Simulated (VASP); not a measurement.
# LiF (Griceite) (Fm-3m) in VASP: G0W0 quasiparticle levels with LDA

Aim: the G0W0 quasiparticle levels of LiF (Griceite) with LDA.

Everything below comes from runs of VASP 6.6.1. Logs are shortened: lines on timing, memory, paths and dates and some standing lists are left out, and cuts for length are marked.

## Step 1: The cell of the first run

The structure is cubic, space group Fm-3m (No. 225). Conventional cell: a = 3.990 Å, b = 3.990 Å, c = 3.990 Å, α = 90.00°, β = 90.00°, γ = 90.00°. Within 2.6 Å of Li (site symmetry m-3m) lie 6 F at 1.99 Å. Within 2.6 Å of F (site symmetry m-3m) lie 6 Li at 1.99 Å.

## Step 2: G0W0 quasiparticle levels, LDA

File POSCAR:

```
LiF
1.0
    0.0000000000      1.9948691814      1.9948691814
    1.9948691814      0.0000000000      1.9948691814
    1.9948691814      1.9948691814      0.0000000000
Li F
1 1
Direct
    0.0000000000      0.0000000000      0.0000000000
    0.5000000000      0.5000000000      0.5000000000
```

File INCAR.step1:

```
  ALGO = Normal
  EDIFF = 1E-8
  ENCUT = 500
  GGA = CA
  ISMEAR = 0
  LASPH = T
  LCHARG = F
  LREAL = F
  LWAVE = T
  NELM = 80
  PREC = Accurate
  SIGMA = 0.01
```

File INCAR.step2:

```
  ALGO = Exact
  EDIFF = 1E-8
  ENCUT = 500
  GGA = CA
  ISMEAR = 0
  ISTART = 1
  LASPH = T
  LCHARG = F
  LOPTICS = T
  LREAL = F
  LWAVE = T
  NBANDS = 64
  NELM = 1
  PREC = Accurate
  SIGMA = 0.01
```

File INCAR.step3:

```
  ALGO = EVGW0
  EDIFF = 1E-8
  ENCUT = 500
  ENCUTGW = 80.0
  GGA = CA
  ISMEAR = 0
  ISTART = 1
  LASPH = T
  LCHARG = F
  LREAL = F
  LWAVE = F
  NBANDS = 64
  NBANDSGW = 12
  NELMGW = 1
  NOMEGA = 48
  PREC = Accurate
  PRECFOCK = Fast
  SIGMA = 0.01
```

File KPOINTS:

```
k-points
0
Gamma
  4 4 4
```

Potentials or basis: VASP PAW LDA potentials, release 64 (Li_GW, F_GW).

On the command line:

```sh
cat potpaw_LDA.64/Li_GW/POTCAR potpaw_LDA.64/F_GW/POTCAR > POTCAR
cp INCAR.step1 INCAR
mpirun -np 1 vasp_std > vasp.out
cp INCAR.step2 INCAR
mpirun -np 1 vasp_std > vasp.out
cp INCAR.step3 INCAR
mpirun -np 1 vasp_std > vasp.out
```

OUTCAR:

```text
EDIFF = 1E-8
   ENCUT = 500
   ENCUTGW = 80.0
   GGA = CA
   ISMEAR = 0
   ISTART = 1
   LASPH = T
   LREAL = F
   NELMGW = 1
   PREC = Accurate
   PRECFOCK = Fast

 ion  position               nearest neighbor table
   1  0.000  0.000  0.000-   2 1.99   2 1.99   2 1.99   2 1.99   2 1.99   2 1.99
   2  0.500  0.500  0.500-   1 1.99   1 1.99   1 1.99   1 1.99   1 1.99   1 1.99

  LATTYP: Found a face centered cubic cell.
 ALAT       =     3.9897383628

  Lattice vectors:

 A1 = (   0.0000000000,   1.9948691814,   1.9948691814)
 A2 = (   1.9948691814,   0.0000000000,   1.9948691814)
 A3 = (   1.9948691814,   1.9948691814,   0.0000000000)

Analysis of symmetry for initial positions (statically):
=====================================================================
 Subroutine PRICEL returns:
 Original cell was already a primitive cell.

 Routine SETGRP: Setting up the symmetry group for a
 face centered cubic supercell.

 Subroutine GETGRP returns: Found 48 space group operations
 (whereof 48 operations were pure point group operations)
 out of a pool of 48 trial point group operations.

The static configuration has the point symmetry O_h .

Analysis of symmetry for dynamics (positions and initial velocities):
=====================================================================
 Subroutine PRICEL returns:
 Original cell was already a primitive cell.

 Routine SETGRP: Setting up the symmetry group for a
 face centered cubic supercell.

 Subroutine GETGRP returns: Found 48 space group operations
 (whereof 48 operations were pure point group operations)
 out of a pool of 48 trial point group operations.

The dynamic configuration has the point symmetry O_h .

 Subroutine INISYM returns: Found 48 space group operations
 (whereof 48 operations are pure point group operations),
 and found     1 'primitive' translations

----------------------------------------------------------------------------------------

                                     Primitive cell

  volume of cell :      15.8772

  direct lattice vectors                    reciprocal lattice vectors
     0.000000000  1.994869181  1.994869181    -0.250643002  0.250643002  0.250643002
     1.994869181  0.000000000  1.994869181     0.250643002 -0.250643002  0.250643002
     1.994869181  1.994869181  0.000000000     0.250643002  0.250643002 -0.250643002

  length of vectors
     2.821171051  2.821171051  2.821171051     0.434126414  0.434126414  0.434126414

  position of ions in fractional coordinates (direct lattice)
     0.000000000  0.000000000  0.000000000
     0.500000000  0.500000000  0.500000000

  ion indices of the primitive-cell ions
   primitive index   ion index
                 1           1
                 2           2

----------------------------------------------------------------------------------------

 KPOINTS: k-points

Automatic generation of k-mesh.
 Grid dimensions read from file:
 generate k-points for:    4    4    4

 Generating k-lattice:

  Cartesian coordinates                     Fractional coordinates (reciprocal lattice)
    -0.062660750  0.062660750  0.062660750     0.250000000  0.000000000  0.000000000
     0.062660750 -0.062660750  0.062660750     0.000000000  0.250000000  0.000000000
     0.062660750  0.062660750 -0.062660750     0.000000000  0.000000000  0.250000000

  Length of vectors
     0.108531603  0.108531603  0.108531603

  Shift w.r.t. Gamma in fractional coordinates (k-lattice)
     0.000000000  0.000000000  0.000000000

 Subroutine IBZKPT returns following result:
 ===========================================

 Found      8 irreducible k-points:

 Following reciprocal coordinates:
            Coordinates               Weight
  0.000000  0.000000  0.000000      1.000000
  0.250000  0.000000  0.000000      8.000000
  0.500000  0.000000  0.000000      4.000000
  0.250000  0.250000  0.000000      6.000000
  0.500000  0.250000  0.000000     24.000000
 -0.250000  0.250000  0.000000     12.000000
  0.500000  0.500000  0.000000      3.000000
 -0.250000  0.500000  0.250000      6.000000
   k-points           NKPTS =      8   k-points in BZ     NKDIM =     64   number of bands    NBANDS=     64
   number of dos      NEDOS =    301   number of ions     NIONS =      2
   total plane-waves  NPLWV =  13824
   dimension x,y,z NGX =    24 NGY =   24 NGZ =   24
   dimension x,y,z NGXF=    48 NGYF=   48 NGZF=   48
   ions per type =               1   1
   NGX,Y,Z   is equivalent  to a cutoff of  14.14, 14.14, 14.14 a.u.
   NGXF,Y,Z  is equivalent  to a cutoff of  28.29, 28.29, 28.29 a.u.
 SYSTEM =  unknown system
   PREC   = accura    normal or accurate (medium, high low for compatibility)
   ISTART =      1    job   : 0-new  1-cont  2-samecut
   ICHARG =      0    charge: 1-file 2-atom 10-const
   ISPIN  =      1    spin polarized calculation?
   LNONCOLLINEAR =      F non collinear calculations
   LSORBIT =      F    spin-orbit coupling
   LASPH  =      T    aspherical Exc in radial PAW
   ENCUT  =  500.0 eV  36.75 Ry    6.06 a.u.   5.14  5.14  5.14*2*pi/ulx,y,z
   NELM   =     60;   NELMIN=  2; NELMDL=  0     # of ELM steps
   EDIFF  = 0.1E-07   stopping-criterion for ELM
   LREAL  =      F    real-space projection
   EDIFFG = 0.1E-06   stopping-criterion for IOM
   NSW    =      0    number of steps for IOM
   IBRION =     -1    ionic relax: 0-MD 1-quasi-New 2-CG
   NFREE  =      0    steps in history (QN), initial steepest desc. (CG)
   ISIF   =      0    stress and relaxation
   ISYM   =      3    0-nonsym 1-usesym 2-fastsym
   POTIM  = 0.5000    time-step for ionic-motion
   TEBEG  =    0.0;   TEEND  =   0.0 temperature during run
   PSTRESS=    0.0 pullay stress
   NELECT =       8.0000    total number of electrons
   NUPDOWN=      -1.0000    fix difference up-down
   EMIN   =  10.00;   EMAX   =-10.00  energy-range for DOS
   EFERMI =   0.00;   METHOD = LEGACY
   ISMEAR =     0;   SIGMA  =   0.01  broadening in eV -4-tet -1-fermi 0-gaus
   EFERMI_NEDOS =   21; number of points for ismear=-14 and -15
   IALGO  =     38    algorithm
   IMIX   =      4    mixing-type and parameters
     AMIX     =   0.40;   BMIX     =  1.00
     AMIX_MAG =   1.60;   BMIX_MAG =  1.00
  volume/ion in A,a.u.               =       7.94        53.57
  Fermi-wavevector in a.u.,A,eV,Ry     =   1.302708  2.461761 23.089741  1.697048
  Thomas-Fermi vector in A             =   2.433758
   LORBIT       =      0    0 simple, 1 ext, 2 COOP (PROOUT), +10 PAW based schemes
   GGA     = CA    functional components
   LHFCALC =     T    Hartree Fock is set to
   PRECFOCK=fast      Normal, Fast or Accurate (Low or Medium for compatibility)
   ENCUT4O =  -1.0   cutoff for four orbital integrals eV
   NKREDX  =     1    reduce k-point grid by
   NKREDY  =     1    reduce k-point grid by
   NKREDZ  =     1    reduce k-point grid by
   AEXX    =    1.0000 exact exchange contribution
   HFSCREEN=    0.0000 screening length (either q_TF or 0.3 A-1)
   HFSCREENC=   0.0000 screening length for correlation (either q_TF or 0.3 A-1)
   ENCUTFOCK=  -1.0 apply spherical cutoff to Coloumb kernel
   IVDW    =     0    specifies the selected vdW correction
   LEPSILON=     F    determine dielectric tensor
   LRPA    =     F    only Hartree local field effects (RPA)
   LRPAFORCE           =     F    calculate RPA forces
   ENCUTGW             =  80.0    cutoff for response function in eV
   ENCUTGWSOFT         =  64.0    soft cutoff for Coulomb kernel in GW response function in eV
   ENCUTLF             =  -1.0    cutoff for local field effects
   NELMGW              =     1    number of iterations in solving QP/BSE equation
   NELMHF              =     1    number of iterations in the inner HF iteration
   NKREDLFX            =     1    NKREDLFY  =   1   NKREDLFZ  =   1
 non-spin polarized calculation
 Gauss-broadening in eV      SIGMA  =   0.01
  energy-cutoff  :      500.00
  volume of cell :       15.88
 maximum number of plane-waves:       415
 NGX is ok and might be reduce to    24
  NGX = 12; NGY = 12; NGZ = 12
   NGX = 11   NGY = 11   NGZ = 11
 maximum number of plane-waves:        28
 NGX is ok and might be reduce to    10

 QP shifts <psi_nk| G(iteration)W_0 |psi_nk>: iteration 1
 for sc-GW calculations column KS-energies equals QP-energies in previous step
 and V_xc(KS)=  KS-energies - (<T + V_ion + V_H > + <T+V_H+V_ion>^1  + <V_x>^1)

 k-point   1 :       0.0000    0.0000    0.0000
  band No.  KS-energies  QP-energies   sigma(KS)   V_xc(KS)     V^pw_x(r,r')   Z            occupation Imag(sigma)

      1     -21.2332     -26.1282     -28.0131     -21.7662     -36.1863       0.7836       2.0000       1.0132
      2      -1.5323      -4.0479     -26.0027     -22.9360     -30.6163       0.8203       2.0000       0.1120
      3      -1.5323      -4.0479     -26.0027     -22.9360     -30.6163       0.8203       2.0000       0.1120
      4      -1.5323      -4.0479     -26.0027     -22.9360     -30.6163       0.8203       2.0000       0.1120
      5       7.5512       9.5049      -8.9530     -11.1844      -5.6172       0.8755       0.0000      -0.0656
      6      22.3579      25.2581      -5.7159      -9.1232      -1.6250       0.8512       0.0000      -0.1623
      7      22.3579      25.2581      -5.7159      -9.1232      -1.6250       0.8512       0.0000      -0.1623
      8      22.3579      25.2581      -5.7159      -9.1232      -1.6250       0.8512       0.0000      -0.1623
      9      22.6717      25.0362      -6.5970      -9.3433      -2.6623       0.8610       0.0000      -0.1749
     10      22.6717      25.0362      -6.5970      -9.3433      -2.6623       0.8610       0.0000      -0.1749
     11      22.6717      25.0362      -6.5970      -9.3433      -2.6623       0.8610       0.0000      -0.1749
     12      25.6669      27.2432      -5.7878      -7.6484      -1.1270       0.8472       0.0000      -0.5934

 k-point   2 :       0.2500    0.0000    0.0000
  band No.  KS-energies  QP-energies   sigma(KS)   V_xc(KS)     V^pw_x(r,r')   Z            occupation Imag(sigma)
[... 97 lines left out ...]
      1     -20.4255     -25.1645     -28.9910     -22.7457     -37.1240       0.7588       2.0000       0.8493
      2      -3.7730      -6.5473     -23.0490     -19.6245     -27.4566       0.8101       2.0000       0.1218
      3      -3.7730      -6.5473     -23.0490     -19.6245     -27.4566       0.8101       2.0000       0.1218
      4      -2.3738      -5.0515     -25.0572     -21.7705     -29.6212       0.8147       2.0000       0.1155
      5      13.3559      16.1619     -10.0946     -13.3499      -6.7664       0.8620       0.0000      -0.0766
      6      13.3559      16.1619     -10.0946     -13.3499      -6.7664       0.8620       0.0000      -0.0766
      7      15.7632      18.4557      -6.6584      -9.7467      -2.9070       0.8718       0.0000      -0.0918
      8      17.7418      20.3689      -7.8390     -10.9029      -4.0863       0.8575       0.0000      -0.0865
      9      25.8811      28.2963      -6.3777      -9.2380      -2.0654       0.8444       0.0000      -0.3175
     10      25.8811      28.2963      -6.3777      -9.2380      -2.0654       0.8444       0.0000      -0.3175
     11      32.8602      36.4364      -8.1364     -11.8263      -3.7146       0.9692       0.0000      -0.9362
     12      36.8792      40.8433      -8.7885     -13.0085      -4.0712       0.9394       0.0000      -1.2085
```

Run time: 28 s. Hardware: 1 thread of Intel Xeon 8259CL, shared host; peak memory 0.15 GiB.

Results:

```yaml
Band_gap_on_the_k_mesh_mean-field_level: 9.08 eV, direct
Quasiparticle_gap: 13.55 eV
Least_direct_quasiparticle_gap: 13.55 eV
```

Caveat: the k points lie up to 0.68 Å⁻¹ apart; bands, screening cutoff and mesh are small and nothing is extrapolated, so the quasiparticle values aren't converged.
